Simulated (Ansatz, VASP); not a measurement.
One calculation of MoS2, two programs

```
CELL_PARAMETERS angstrom
3.11677 0.00000 0.00000
-1.55838 2.69920 0.00000
0.00000 0.00000 30.04000
ATOMIC_POSITIONS crystal
S 0.66667 0.33333 0.23289
S 0.66667 0.33333 0.33702
Mo 0.33333 0.66667 0.28495
```

Alike in both runs: functional PBEsol; dispersion D3(BJ); k mesh 12 × 12 × 1; occupations gaussian, width 0.03 eV; no spin polarisation.

Ansatz relaxed the structure, and its values are those at the end. VASP's run is a single point on that final structure, the one shown.

|  | VASP | Ansatz |
| --- | --- | --- |
| version | VASP 6.6.1 | Ansatz 0.2.0 |
| potentials or method | VASP PAW PBE potentials, release 64 (S, Mo_sv), cutoff 400 eV | scalar-relativistic, plane waves, PAW |
| valence electrons in the cell | 26 | 26 |

|  | VASP | Ansatz | Ansatz less VASP |
| --- | --- | --- | --- |
| gap on the k mesh at the Fermi level (eV) | 1.90 | 1.90 | -0.005 |
| least direct gap on the mesh (eV) | 1.90 | 1.90 | -0.005 |

VASP's potentials were made for PBE, not for PBEsol. Ansatz's warnings: slab cell height set, structure snapped to symmetry.
